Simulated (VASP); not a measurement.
**Rh: vibrations by perturbation theory with PBE**

The system is Rh.

```xyz
2
Lattice="2.7095 0.0000 0.0000 -1.3547 2.3465 0.0000 0.0000 0.0000 4.3657" Properties=species:S:1:pos:R:3 pbc="T T T"
Rh    1.3547    0.7822    3.2743
Rh    0.0000    1.5643    1.0914
```

This isn't the form of Rh at room conditions, which is fcc.

```json
{
 "Program": "VASP 6.6.1",
 "Task": "vibrations by perturbation theory",
 "Functional": "PBE",
 "Potentials or basis": "VASP PAW PBE potentials, release 64 (Rh_pv)",
 "Cutoff": "520 eV",
 "k mesh": "18 × 18 × 10",
 "Occupations": "fermi-dirac, width 0.15 eV",
 "Spin": "no spin polarisation",
 "Dipole correction": "no",
 "Further INCAR settings": "ALGO = Normal; EDIFF = 1e-08; IBRION = 8; NSW = 1"
}
```

```json
{"Highest phonon frequency at Γ": "246 cm⁻¹"}
```

Phonon frequencies in cm⁻¹ (negative: imaginary):
```
              q point        frequencies
(0.000, 0.000, 0.000)  0 0 0 147 147 246
```

Wall time 16 min on 1 thread of Oxide Virtual Turin-like Processor, on a shared host, peak memory 0.92 GiB.

Caveat: the cell stands under pressure or tension, which shifts response properties.
